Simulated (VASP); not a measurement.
# Ag (I4/mmm) in VASP: single point with r2SCAN

Aim: the single point of Ag with r2SCAN.

All numbers are computed with VASP 6.6.1; they aren't measurements. Logs are shortened: lines on timing, memory, paths and dates and some standing lists are left out, and cuts for length are marked.

## Step 1: The cell of the first run

The structure is tetragonal, space group I4/mmm (No. 139). The conventional cell has a = 2.933 Å, b = 2.933 Å, c = 3.964 Å, α = 90.00°, β = 90.00°, γ = 90.00°. Within 3.8 Å of Ag (site symmetry 4/mmm) lie 12 Ag at 2.87 to 2.93 Å.

## Step 2: Single point, r2SCAN (strain +0.015 along x and y, -0.030 along z)

File POSCAR:

```
Ag
1.0
    0.0000000000      2.0737465000      1.9818070000
    2.0737465000      0.0000000000      1.9818070000
    2.0737465000      2.0737465000      0.0000000000
Ag
1
Direct
    0.0000000000      0.0000000000      0.0000000000
```

File INCAR.step1:

```
ALGO = Normal
EDIFF = 1E-4
ENCUT = 520
GGA = PE
ISMEAR = 0
LASPH = True
LCHARG = False
LREAL = False
LWAVE = True
NBANDS = 12
NELM = 60
PREC = Accurate
SIGMA = 0.15
```

File INCAR.step2:

```
ALGO = Normal
EDIFF = 1E-7
ENCUT = 520
ISIF = 2
ISMEAR = 0
ISTART = 1
LASPH = True
LCHARG = True
LELF = True
LMIXTAU = True
LREAL = False
LVHAR = True
LWAVE = False
METAGGA = R2SCAN
NBANDS = 12
NELM = 60
PREC = Accurate
SIGMA = 0.15
```

File KPOINTS:

```
k-points
0
Gamma
  20 20 20
```

Potentials or basis: VASP PAW PBE potentials, release 64 (Ag).

Started as:

```bash
> cat potpaw_PBE.64/Ag/POTCAR > POTCAR
> cp INCAR.step1 INCAR
> mpirun -np 1 vasp_std > vasp.out
> cp INCAR.step2 INCAR
> mpirun -np 1 vasp_std > vasp.out
```

OUTCAR:

```text
EDIFF = 1E-7
   ENCUT = 520
   ISIF = 2
   ISMEAR = 0
   ISTART = 1
   LASPH = True
   LREAL = False
   METAGGA = R2SCAN
   NELM = 60
   PREC = Accurate

 ion  position               nearest neighbor table
   1  0.000  0.000  0.000-

  LATTYP: Found a body centered tetragonal cell.
 ALAT       =     2.9327204252
 C/A-ratio  =     1.3515144389

  Lattice vectors:

 A1 = (   0.0000000000,  -2.0737465000,  -1.9818070000)
 A2 = (   0.0000000000,   2.0737465000,  -1.9818070000)
 A3 = (   2.0737465000,   0.0000000000,   1.9818070000)

Analysis of symmetry for initial positions (statically):
=====================================================================
 Subroutine PRICEL returns:
 Original cell was already a primitive cell.

 Routine SETGRP: Setting up the symmetry group for a
 body centered tetragonal supercell.

 Subroutine GETGRP returns: Found 16 space group operations
 (whereof 16 operations were pure point group operations)
 out of a pool of 16 trial point group operations.

The static configuration has the point symmetry D_4h.

Analysis of symmetry for dynamics (positions and initial velocities):
=====================================================================
 Subroutine PRICEL returns:
 Original cell was already a primitive cell.

 Routine SETGRP: Setting up the symmetry group for a
 body centered tetragonal supercell.

 Subroutine GETGRP returns: Found 16 space group operations
 (whereof 16 operations were pure point group operations)
 out of a pool of 16 trial point group operations.

The dynamic configuration has the point symmetry D_4h.

 Subroutine INISYM returns: Found 16 space group operations
 (whereof 16 operations are pure point group operations),
 and found     1 'primitive' translations

----------------------------------------------------------------------------------------

                                     Primitive cell

  volume of cell :      17.0452

  direct lattice vectors                    reciprocal lattice vectors
     0.000000000  2.073746500  1.981807000    -0.241109509  0.241109509  0.252295001
     2.073746500  0.000000000  1.981807000     0.241109509 -0.241109509  0.252295001
     2.073746500  2.073746500  0.000000000     0.241109509  0.241109509 -0.252295001

  length of vectors
     2.868446188  2.868446188  2.932720425     0.424170200  0.424170200  0.424170200

  position of ions in fractional coordinates (direct lattice)
     0.000000000  0.000000000  0.000000000

  ion indices of the primitive-cell ions
[... 83 lines left out ...]
   TEBEG  =    0.0;   TEEND  =   0.0 temperature during run
   PSTRESS=    0.0 pullay stress
   NELECT =      11.0000    total number of electrons
   NUPDOWN=      -1.0000    fix difference up-down
   EMIN   =  10.00;   EMAX   =-10.00  energy-range for DOS
   EFERMI =   0.00;   METHOD = LEGACY
   ISMEAR =     0;   SIGMA  =   0.15  broadening in eV -4-tet -1-fermi 0-gaus
   EFERMI_NEDOS =   21; number of points for ismear=-14 and -15
   IALGO  =     38    algorithm
   IMIX   =      4    mixing-type and parameters
     AMIX     =   0.40;   BMIX     =  1.00
     AMIX_MAG =   1.60;   BMIX_MAG =  1.00
  volume/ion in A,a.u.               =      17.05       115.03
  Fermi-wavevector in a.u.,A,eV,Ry     =   1.414723  2.673439 27.231271  2.001442
  Thomas-Fermi vector in A             =   2.536236
   LORBIT       =      0    0 simple, 1 ext, 2 COOP (PROOUT), +10 PAW based schemes
   METAGGA = R2SCAN    functional components
   LHFCALC =     F    Hartree Fock is set to
   AEXX    =    0.0000 exact exchange contribution
   IVDW    =     0    specifies the selected vdW correction
   LEPSILON=     F    determine dielectric tensor
   LRPA    =     F    only Hartree local field effects (RPA)
 non-spin polarized calculation
 Gauss-broadening in eV      SIGMA  =   0.15
  energy-cutoff  :      520.00
  volume of cell :       17.05
 maximum number of plane-waves:       479
 NGX is ok and might be reduce to    24
   NGX = 11   NGY = 11   NGZ = 11

 number of electron      10.9999999 magnetization

 Free energy of the ion-electron system (eV)
  ---------------------------------------------------
  ext. energy  EPLUGINS =         0.00000000
  ---------------------------------------------------
  free energy    TOTEN  =       -21.35727367 eV

  energy without entropy =      -21.35518663  energy(sigma->0) =      -21.35623015

 E-fermi :   8.4534     XC(G=0): -12.9711

 val. band max:        8.4483758866   @ k =  -0.3000   0.2000   0.1500
 cond. band min:       8.4713420726   @ k =   0.5000   0.1500   0.0500
 fundamental gap:      0.0229661860
 Fermi energy:         8.4533922237

 k-point     1 :       0.0000    0.0000    0.0000
  band No.  band energies     occupation
      1       0.4735      2.00000
      2       3.2075      2.00000
      3       3.2075      2.00000
      4       3.4848      2.00000
      5       4.1886      2.00000
      6       4.4778      2.00000
      7      25.1237      0.00000
      8      28.6183      0.00000
      9      28.6183      0.00000
     10      29.2513      0.00000
     11      33.7767      0.00000
     12      34.4912      0.00000
[... 331 lines left out ...]
 k-point    24 :      -0.3500    0.0500    0.0000
  band No.  band energies     occupation
      1       1.8665      2.00000
      2       3.2574      2.00000
      3       3.4755      2.00000
      4       4.6995      2.00000
      5       4.8264      2.00000
      6       5.9684      2.00000
      7      15.5934      0.00000
      8      24.7807      0.00000
      9      26.9619      0.00000
     10      27.8664      0.00000
     11      31.4479      0.00000
     12      32.2387      0.00000

 [... further k-points ...]

------------------------ aborting loop because EDIFF is reached ----------------------------------------

  FORCE on cell =-STRESS in cart. coord.  units (eV):
  Direction    XX          YY          ZZ          XY          YZ          ZX
  --------------------------------------------------------------------------------------
  -------------------------------------------------------------------------------------
  Total        0.1243087      0.1243087      0.2936190      0.0000000     -0.0000000     -0.0000000
  in kB       11.6844796     11.6844796     27.5989135      0.0000000     -0.0000000     -0.0000000
  external PRESSURE =      16.9892909 kB  Pullay stress =       0.0000000 kB

 VOLUME and BASIS-vectors are now :
 -----------------------------------------------------------------------------
  energy-cutoff  :      520.00
  volume of cell :       17.05
      direct lattice vectors                 reciprocal lattice vectors
     0.000000000  2.073746500  1.981807000    -0.241109509  0.241109509  0.252295001
     2.073746500  0.000000000  1.981807000     0.241109509 -0.241109509  0.252295001
     2.073746500  2.073746500  0.000000000     0.241109509  0.241109509 -0.252295001

 POSITION                                       TOTAL-FORCE (eV/Angst)
 -----------------------------------------------------------------------------------
      0.00000      0.00000      0.00000        -0.000000      0.000000      0.000000
 -----------------------------------------------------------------------------------
    total drift:                               -0.000000      0.000000     -0.000000

  FREE ENERGIE OF THE ION-ELECTRON SYSTEM (eV)
  ---------------------------------------------------
  free  energy   TOTEN  =       -21.3572736704 eV

  energy  without entropy=      -21.3551866299  energy(sigma->0) =      -21.35623015
```

OUTCAR.step1:

```text
EDIFF = 1E-4
   ENCUT = 520
   GGA = PE
   ISMEAR = 0
   LASPH = True
   LREAL = False
[... 576 lines left out ...]

 POSITION                                       TOTAL-FORCE (eV/Angst)
 -----------------------------------------------------------------------------------
      0.00000      0.00000      0.00000         0.000000      0.000000      0.000000
 -----------------------------------------------------------------------------------
    total drift:                               -0.000000      0.000000      0.000000

  FREE ENERGIE OF THE ION-ELECTRON SYSTEM (eV)
  ---------------------------------------------------
  free  energy   TOTEN  =        -2.7078277558 eV

  energy  without entropy=       -2.7056041230  energy(sigma->0) =       -2.70671594
```

OSZICAR.step1:

```text
N       E                     dE             d eps       ncg     rms          rms(c)
DAV:   1     0.521826638145E+02    0.52183E+02   -0.54779E+03 15608   0.827E+02
DAV:   2    -0.212811161225E+01   -0.54311E+02   -0.51322E+02 17888   0.194E+02
DAV:   3    -0.296047210162E+01   -0.83236E+00   -0.83178E+00 18164   0.253E+01
DAV:   4    -0.296304523993E+01   -0.25731E-02   -0.25730E-02 17768   0.147E+00
DAV:   5    -0.296306543775E+01   -0.20198E-04   -0.20198E-04 17764   0.117E-01    0.524E+00
DAV:   6    -0.271912391495E+01    0.24394E+00   -0.95016E-01 16748   0.875E+00    0.339E+00
DAV:   7    -0.271076872400E+01    0.83552E-02   -0.10296E-02 17944   0.956E-01    0.190E+00
DAV:   8    -0.270782121447E+01    0.29475E-02   -0.69807E-04 17364   0.195E-01    0.914E-02
DAV:   9    -0.270782775575E+01   -0.65413E-05   -0.86579E-06  9812   0.239E-02
   1 F= -.27078278E+01 E0= -.27067159E+01  d E =-.222363E-02
```

It took 3.5 min on 1 thread of Intel Xeon 6975P-C (Granite Rapids), shared host; peak memory 0.25 GiB.

Results:

- Free energy: -21.3573 eV
- Pressure: 1.7 GPa
- Band gap on the k mesh: zero (an odd number of electrons rules out a gap without spin polarisation)

Stress tensor (GPa, compression positive):
```
1.17 0.00 0.00
0.00 1.17 0.00
0.00 0.00 2.76
```

Caveat: the cell differs from its parent crystal (strain +0.015 along x and y, -0.030 along z); the PAW data sets were made with another functional, which shifts forces and pressure a little.

The gap in the log of VASP goes by the Fermi energy; the results here count the filled bands.